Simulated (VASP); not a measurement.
**Cl2: single point with r2SCAN**

The system is Cl2, in a box.

```
Cl
1.0
    10.00000    0.00000    0.00000
     0.00000   10.50000    0.00000
     0.00000    0.00000   11.00000
Cl
2
Direct
  0.50000 0.50000 0.40961
  0.50000 0.50000 0.59039
```

| Property | Result |
| --- | --- |
| Program | VASP 6.6.1 |
| Task | single point |
| Functional | r2SCAN |
| Potentials or basis | VASP PAW PBE potentials, release 64 (Cl) |
| Cutoff | 440 eV |
| k mesh | 1 × 1 × 1 |
| Occupations | gaussian, width 0.01 eV |
| Spin | no spin polarisation |

| Quantity | Value |
| --- | --- |
| Largest force | 0.171 eV/Å |
| Gap between the frontier levels | 3.50 eV |

Forces in eV/Å, atoms in the order of the input:
```
Cl   0.000  0.000  0.171
Cl   0.000  0.000 -0.171
```

Levels at points of the mesh, in eV from the valence-band top:
```csv
k point,band 5,band 6,band 7,band 8,band 9,band 10
"(0.00, 0.00, 0.00)",-2.80,0.00,0.00,3.50,7.42,8.54
```

Wall time 110 s on 1 thread of AMD EPYC 9R45 (Zen 5) (shared host), peak memory 0.82 GiB.

Caveat: the PAW data sets were made with another functional, which shifts forces and pressure a little.
